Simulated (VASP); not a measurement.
The system is CdF2.

```
Cd F
1.0
     0.00000    2.69418    2.69418
     2.69418    0.00000    2.69418
     2.69418    2.69418    0.00000
Cd F
1 2
Cartesian
  0.0000 0.0000 0.0000
  1.3471 1.3471 1.3471
  4.0413 4.0413 4.0413
```

Program: VASP 6.6.1. Alike in all runs: task single point; potentials or basis VASP PAW PBE potentials, release 64 (Cd, F); no spin polarisation; cell as given; cutoff (eV) 520.

Problem. Order these runs on this cell by their pressure, lowest first.
A. level PBE; k mesh 6 × 6 × 6; smearing fermi-dirac 0.2 eV
B. level PBE-based screened hybrid with 30 % exact exchange; k mesh 4 × 4 × 4; smearing gaussian 0.01 eV; grid for exact exchange (PRECFOCK) Normal; share of exact exchange 0.3; screening parameter 0.5 1/Å
C. level PBE-based screened hybrid with 50 % exact exchange; k mesh 4 × 4 × 4; smearing gaussian 0.01 eV; grid for exact exchange (PRECFOCK) Normal; share of exact exchange 0.5; screening parameter 0.5 1/Å

Solution. C (0.5 GPa), B (2.6 GPa), A (6.2 GPa).

Caveats: some runs use coarse meshes; the PAW data sets were made with another functional, which shifts forces and pressure a little (at least some runs); the cell stands under pressure (at least some runs).
